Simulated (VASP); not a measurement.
A run of VASP 6.6.1:

INCAR

```
PREC = Accurate
ENCUT = 600
EDIFF = 1E-6
ISMEAR = 0
SIGMA = 0.1
LREAL = F
LASPH = T
NELM = 60
ALGO = Normal
ISIF = 3
LWAVE = F
LCHARG = F
GGA = PE
IBRION = 2
NSW = 90
EDIFFG = -0.04
```

Contents of KPOINTS:

```
regular mesh
0
Gamma
  6 6 1
```

The input POSCAR:

```
Ge2P
1.0
    3.2427079400      0.0000000000      0.0000000000
   -1.6213539700      2.8082674600      0.0000000000
    0.0000000000      0.0000000000     17.0785987100
Ge P
4 2
Direct
    0.0000000000      0.0000000000      0.3381146800
    0.0000000000      0.0000000000      0.1618853200
    0.0000000000      0.0000000000      0.8381146800
    0.0000000000      0.0000000000      0.6618853200
    0.6666666700      0.3333333300      0.2500000000
    0.3333333300      0.6666666700      0.7500000000
```

Potentials or basis: VASP PAW PBE potentials, release 64 (Ge_d, P).

The run is started by

```sh
$ cat potpaw_PBE.64/Ge_d/POTCAR potpaw_PBE.64/P/POTCAR > POTCAR
$ mpirun -np 1 vasp_std > vasp.out
```

Hardware: 1 thread of Intel Xeon 8259CL, on a shared host.

**Question.** Estimate the wall time of this run.

**Answer.** Run time: 7.5 min on 1 thread of Intel Xeon 8259CL, with other jobs on the host, peak memory 0.34 GiB. Counts: scf iterations 55, k points 7, ion steps 5.
